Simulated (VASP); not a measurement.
Write the native input for VASP 6.6.1 that does the following.

```
Task                               : single point
Functional                         : PBEsol-based global hybrid
Potentials or basis                : VASP PAW PBE potentials, release 64 (Zn)
Cutoff                             : 520 eV
k mesh                             : 6 × 6 × 3
Occupations                        : fermi-dirac, width 0.05 eV
Spin                               : no spin polarisation
Dipole correction                  : no
Grid for exact exchange (PRECFOCK) : Normal
Share of exact exchange            : 0.25
Further INCAR settings             : ALGO = Normal; EDIFF = 1e-06; NBANDS = 19
```

The system is Zn.

```
Zn
1.0
     2.67000    0.00000    0.00000
    -1.33500    2.31229    0.00000
     0.00000    0.00000    4.96600
Zn
2
Cartesian
  1.3350 0.7708 3.7245
  0.0000 1.5415 1.2415
```

These files were run (other wordings do the same):

POSCAR

```
Zn
1.0
    2.6700000000      0.0000000000      0.0000000000
   -1.3350000000      2.3122878281      0.0000000000
    0.0000000000      0.0000000000      4.9660000000
Zn
2
Direct
    0.6666666667      0.3333333333      0.7500000000
    0.3333333333      0.6666666667      0.2500000000
```

INCAR.step1

```
  ALGO = Normal
  EDIFF = 1E-5
  ENCUT = 520
  GGA = PE
  ISIF = 2
  ISMEAR = -1
  LASPH = True
  LCHARG = False
  LREAL = False
  LWAVE = True
  NBANDS = 19
  NELM = 60
  PREC = Accurate
  SIGMA = 0.05
```

INCAR.step2

```
  AEXX = 0.25
  ALGO = Normal
  EDIFF = 1E-6
  ENCUT = 520
  GGA = PS
  ISIF = 2
  ISMEAR = -1
  ISTART = 1
  LASPH = True
  LCHARG = False
  LHFCALC = True
  LREAL = False
  LWAVE = False
  NBANDS = 19
  NELM = 60
  PREC = Accurate
  PRECFOCK = Normal
  SIGMA = 0.05
```

KPOINTS

```
k-points
0
Gamma
  6 6 3
```

Potentials or basis: VASP PAW PBE potentials, release 64 (Zn).

Launch:

```sh
$ cat potpaw_PBE.64/Zn/POTCAR > POTCAR
$ cp INCAR.step1 INCAR
$ mpirun -np 1 vasp_std > vasp.out
$ cp INCAR.step2 INCAR
$ mpirun -np 1 vasp_std > vasp.out
```

It gave:

The pressure is -4.3 GPa and the band gap on the k mesh is zero (band 12 reaches 3.82 eV, above the bottom of band 13 at -1.15 eV).

Caveat: the k points lie up to 0.45 Å⁻¹ apart; the PAW data sets were made with another functional, which shifts forces and pressure a little.

Run time: 14 min on 1 thread of Intel(R) Xeon(R) Platinum 8488C (Sapphire Rapids), with other jobs on the host, peak memory 0.15 GiB.
